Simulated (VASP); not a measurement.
LaHfF5:

```xyz
7
Lattice="3.8123 0.0000 0.0000 0.0000 3.8123 0.0000 0.0000 0.0000 6.7413" Properties=species:S:1:pos:R:3 pbc="T T T"
La    0.0000    0.0000    3.3706
Hf    1.9062    1.9062    0.0000
F     0.0000    1.9062    1.9924
F     0.0000    1.9062    4.7489
F     1.9062    0.0000    1.9924
F     1.9062    0.0000    4.7489
F     0.0000    0.0000    0.0000
```

The cell was generated, and may not be a known phase.

| Item | Value |
| --- | --- |
| Program | VASP 6.6.1 |
| Task | relaxation of cell and atoms |
| Functional | PBE |
| Potentials or basis | VASP PAW PBE potentials, release 64 (La, Hf_pv, F) |
| Cutoff | 600 eV |
| k mesh | 4 × 4 × 4 |
| Occupations | gaussian, width 0.1 eV |
| Spin | no spin polarisation |

At the start: pressure 3.1 GPa; volume 14.00 Å³/atom.

Task: How do energy, volume and symmetry change on relaxing?

Result: Over 36 steps the energy falls by 203.9 meV/atom and the volume is 12.87 Å³/atom (-8.0 %); space group P4/mmm (No. 123, to 0.1 Å) before and after.

Step by step:
```csv
step,energy change (eV),largest force (eV/Å),pressure (GPa),volume (Å³)
1,0.0000,0.7051,3.11,97.98
2,-0.0720,0.2263,-2.22,101.88
3,-0.0734,0.2794,-1.64,101.38
4,-0.1104,0.2650,-1.42,100.18
5,-0.2128,0.3591,-0.62,96.62
6,-0.3937,0.6940,3.20,89.68
7,-0.1454,0.2755,27.34,76.55
8,-0.3873,0.9642,6.01,87.40
9,-0.5454,0.9719,13.41,81.89
10,-0.5356,0.8491,15.27,80.94
11,-0.5437,0.9277,14.12,81.52
12,-0.5481,0.9058,14.22,81.44
13,-0.5594,0.8440,14.63,81.21
14,-0.5734,0.7058,15.53,80.75
15,-0.5640,0.3936,17.66,79.84
16,-0.5755,0.6099,16.20,80.45
17,-0.5941,0.5937,15.90,80.60
18,-0.6476,0.5483,14.79,81.04
19,-0.7444,0.4606,12.77,81.94
20,-0.8994,0.2941,9.00,83.74
21,-1.0669,0.0181,2.69,87.43
22,-1.0859,0.1469,0.29,89.12
23,-1.0860,0.1601,0.06,89.30
24,-1.0921,0.1594,0.02,89.35
25,-1.1107,0.1597,-0.11,89.49
26,-1.1489,0.1601,-0.35,89.76
27,-1.2262,0.1637,-0.73,90.25
28,-1.3595,0.2006,-1.14,90.96
29,-1.2622,0.3141,-0.64,91.33
30,-1.3968,0.2917,-1.18,91.19
31,-1.4070,0.3202,-1.18,91.33
32,-1.4117,0.0572,1.23,89.64
33,-1.4201,0.1181,0.19,90.38
34,-1.4272,0.0143,-0.40,90.76
35,-1.4272,0.0236,-0.44,90.79
36,-1.4275,0.0373,0.43,90.11
```

Final structure:
```
La Hf F
1.0
     4.18740    0.00000    0.00000
     0.00000    4.18740    0.00000
     0.00000    0.00000    5.13925
La Hf F
1 1 5
Cartesian
  0.0000 0.0000 2.5696
  2.0937 2.0937 0.0000
  0.0000 2.0937 1.2061
  0.0000 2.0937 3.9332
  2.0937 0.0000 1.2061
  2.0937 0.0000 3.9332
  0.0000 0.0000 0.0000
```

Caveat: the k points lie up to 0.38 Å⁻¹ apart in the final cell, too coarse for converged energies and pressures of a metal; a cell axis changed by over 15 % at a fixed basis, so the end point is rough.
